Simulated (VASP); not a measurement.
# Ba (Im-3m) in VASP: notebook, part 2 of 2

VASP 6.6.1. Earlier steps stand in the parts before.

## (5) Single point, RPBE (73.81 Å³/atom)

This run uses another cell than the first one, of 73.81 Å³/atom.

Input file INCAR:

```
PREC     = Accurate       # precision mode
ENCUT    = 520            # plane-wave cutoff, eV
EDIFF    = 1E-7           # SCF threshold, eV
ISMEAR   = -1             # smearing method
SIGMA    = 0.1            # smearing width, eV
LREAL    = F              # projectors in reciprocal space
LASPH    = T              # aspherical terms in the spheres
NELM     = 80             # most SCF steps
ALGO     = Normal         # electronic algorithm
ISIF     = 2              # what is computed and relaxed
LWAVE    = F              # write WAVECAR
LCHARG   = F              # write CHGCAR
GGA      = RP             # functional
NBANDS   = 11             # bands
```

Input file KPOINTS:

```
regular mesh
0
Gamma
  14 14 14
```

Input file POSCAR:

```
Ba
1.0
   -2.6425414283      2.6425414283      2.6425414283
    2.6425414283     -2.6425414283      2.6425414283
    2.6425414283      2.6425414283     -2.6425414283
Ba
1
Direct
    0.0000000000      0.0000000000      0.0000000000
```

Potentials or basis: VASP PAW PBE potentials, release 64 (Ba_sv).

The run is started by

```console
$ cat potpaw_PBE.64/Ba_sv/POTCAR > POTCAR
$ mpirun -np 1 vasp_std > vasp.out
```

OUTCAR:

```text
PREC = Accurate
   ENCUT = 520
   EDIFF = 1E-7
   ISMEAR = -1
   LREAL = F
   LASPH = T
   NELM = 80
   ISIF = 2
   GGA = RP

 ion  position               nearest neighbor table
   1  0.000  0.000  0.000-

  LATTYP: Found a body centered cubic cell.
 ALAT       =     5.2850828566

  Lattice vectors:

 A1 = (  -2.6425414283,   2.6425414283,   2.6425414283)
 A2 = (   2.6425414283,  -2.6425414283,   2.6425414283)
 A3 = (   2.6425414283,   2.6425414283,  -2.6425414283)

[... 513 lines left out ...]
     11       6.5572      0.00000

 [... further k-points ...]

------------------------ aborting loop because EDIFF is reached ----------------------------------------

  FORCE on cell =-STRESS in cart. coord.  units (eV):
  Direction    XX          YY          ZZ          XY          YZ          ZX
  --------------------------------------------------------------------------------------
  -------------------------------------------------------------------------------------
  Total       -0.2208490     -0.2208490     -0.2208490      0.0000000     -0.0000000     -0.0000000
  in kB       -4.7938083     -4.7938083     -4.7938083      0.0000000     -0.0000000     -0.0000000
  external PRESSURE =      -4.7938083 kB  Pullay stress =       0.0000000 kB

 VOLUME and BASIS-vectors are now :
 -----------------------------------------------------------------------------
  energy-cutoff  :      520.00
  volume of cell :       73.81
      direct lattice vectors                 reciprocal lattice vectors
    -2.642541428  2.642541428  2.642541428     0.000000000  0.189211792  0.189211792
     2.642541428 -2.642541428  2.642541428     0.189211792  0.000000000  0.189211792
     2.642541428  2.642541428 -2.642541428     0.189211792  0.189211792  0.000000000

 POSITION                                       TOTAL-FORCE (eV/Angst)
 -----------------------------------------------------------------------------------
      0.00000      0.00000      0.00000        -0.000000      0.000000     -0.000000
 -----------------------------------------------------------------------------------
    total drift:                               -0.000000      0.000000      0.000000

  FREE ENERGIE OF THE ION-ELECTRON SYSTEM (eV)
  ---------------------------------------------------
  free  energy   TOTEN  =        -1.7020409291 eV

  energy  without entropy=       -1.6524114247  energy(sigma->0) =       -1.67722618
```

OSZICAR:

```text
N       E                     dE             d eps       ncg     rms          rms(c)
DAV:   1     0.581499680895E+02    0.58150E+02   -0.40949E+03  2288   0.730E+02
DAV:   2     0.140333158235E+01   -0.56747E+02   -0.55328E+02  2724   0.135E+02
DAV:   3    -0.158683483156E+01   -0.29902E+01   -0.29617E+01  2897   0.333E+01
DAV:   4    -0.168950596408E+01   -0.10267E+00   -0.10247E+00  3143   0.564E+00
DAV:   5    -0.169193359141E+01   -0.24276E-02   -0.24274E-02  3012   0.729E-01    0.146E+00
DAV:   6    -0.169680294674E+01   -0.48694E-02   -0.48844E-03  2767   0.610E-01    0.876E-01
DAV:   7    -0.170170028113E+01   -0.48973E-02   -0.11349E-02  2552   0.110E+00    0.557E-02
DAV:   8    -0.170202116029E+01   -0.32088E-03   -0.59856E-04  3085   0.210E-01    0.323E-02
DAV:   9    -0.170203502623E+01   -0.13866E-04   -0.20395E-05  3332   0.308E-02    0.875E-03
DAV:  10    -0.170204128289E+01   -0.62567E-05   -0.14747E-05  2856   0.288E-02    0.193E-03
DAV:  11    -0.170204113577E+01    0.14712E-06   -0.90914E-07  3333   0.475E-03    0.858E-04
DAV:  12    -0.170204078585E+01    0.34992E-06   -0.82123E-08  2235   0.209E-03    0.784E-04
DAV:  13    -0.170204089909E+01   -0.11324E-06   -0.26030E-08  1495   0.172E-03    0.125E-04
DAV:  14    -0.170204092913E+01   -0.30041E-07   -0.17328E-09  1393   0.383E-04
   1 F= -.17020409E+01 E0= -.16772262E+01  d E =-.496295E-01
```

stdout:

```text
POSCAR found type information on POSCAR Ba
 POSCAR found :  1 types and       1 ions
 scaLAPACK will be used
 -----------------------------------------------------------------------------
|                                                                             |
|                                                                             |
|     You enforced a specific xc type in the INCAR file but a different       |
|     I HOPE YOU KNOW WHAT YOU ARE DOING!                                     |
|                                                                             |
 -----------------------------------------------------------------------------

 LDA part: xc-table for (Slater+PW92), standard interpolation
 POSCAR, INCAR and KPOINTS ok, starting setup
 FFT: planning ... GRIDC
 FFT: planning ... GRID_SOFT
 FFT: planning ... GRID
 WAVECAR not read
 entering main loop
```

It took 2 min on 1 thread of Intel Xeon 8259CL, shared host; peak memory 0.26 GiB.

Results:

- Free energy: -1.7020 eV
- Pressure: -0.5 GPa
- Band gap on the k mesh: zero (bands 5 and 6 overlap by 0.67 eV)

Caveat: the PAW data sets were made with another functional, which shifts forces and pressure a little; spin-orbit coupling is left out, which moves the levels of the heavy elements.

## (6) Summary

| cell | gap on the mesh (eV) | pressure (GPa) |
| --- | --- | --- |
| a = 4.401 Å, angles 109.5°, 1 atom | none | 0.4 |
| a = 4.461 Å, angles 109.5°, 1 atom | none | 0.1 |
| a = 4.520 Å, angles 109.5°, 1 atom | none | -0.2 |
| a = 4.577 Å, angles 109.5°, 1 atom | none | -0.5 |

Alike in all rows: task single point; level RPBE; potentials or basis VASP PAW PBE potentials, release 64 (Ba_sv); no spin polarisation; k mesh 14 × 14 × 14; cutoff (eV) 520; smearing fermi-dirac 0.1 eV.

Caveats: the PAW data sets were made with another functional, which shifts forces and pressure a little; spin-orbit coupling is left out, which moves the levels of the heavy elements.

Absolute energies hang on the potentials; compare differences alone.
